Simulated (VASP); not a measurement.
Wanted: the native input for a VASP 6.6.1 run.

| Quantity | Value |
| --- | --- |
| Task | single point |
| Functional | RPBE |
| Potentials or basis | VASP PAW PBE potentials, release 64 (Al, P) |
| Cutoff | 500 eV |
| k mesh | 8 × 8 × 8 |
| Occupations | gaussian, width 0.01 eV |
| Spin | no spin polarisation |
| Dipole correction | no |
| Further INCAR settings | ALGO = Normal; EDIFF = 1e-06; NBANDS = 11 |

The structure of AlP lies in POSCAR:

```
AlP
1.0
    0.0000000000      2.7715578512      2.7715578512
    2.7715578512      0.0000000000      2.7715578512
    2.7715578512      2.7715578512      0.0000000000
Al P
1 1
Direct
    0.0000000000      0.0000000000      0.0000000000
    0.2500000000      0.2500000000      0.2500000000
```

The input as run:

INCAR

```
PREC     = Accurate       # precision mode
ENCUT    = 500            # plane-wave cutoff, eV
EDIFF    = 1E-6           # SCF threshold, eV
ISMEAR   = 0              # smearing method
SIGMA    = 0.01           # smearing width, eV
LREAL    = F              # projectors in reciprocal space
LASPH    = T              # aspherical terms in the spheres
NELM     = 120            # most SCF steps
ALGO     = Normal         # electronic algorithm
ISIF     = 2              # what is computed and relaxed
LWAVE    = F              # write WAVECAR
LCHARG   = T              # write CHGCAR
GGA      = RP             # functional
LELF     = T              # ELF
LVHAR    = T            
NBANDS   = 11             # bands
GGA_COMPAT= F
```

KPOINTS

```
Automatic mesh
0
Gamma
  8 8 8
```

Potentials or basis: VASP PAW PBE potentials, release 64 (Al, P).

The run is started by

```console
$ cat potpaw_PBE.64/Al/POTCAR potpaw_PBE.64/P/POTCAR > POTCAR
$ mpirun -np 1 vasp_std > vasp.out
```

Results of the run:

```yaml
Pressure: -0.2 GPa
Band_gap_on_the_k_mesh: 1.75 eV, indirect (least direct gap 3.06 eV)
```

Caveat: the PAW data sets were made with another functional, which shifts forces and pressure a little.

Run time: 15 s on 1 thread of Intel Xeon 6975P-C (shared host), peak memory 0.16 GiB.
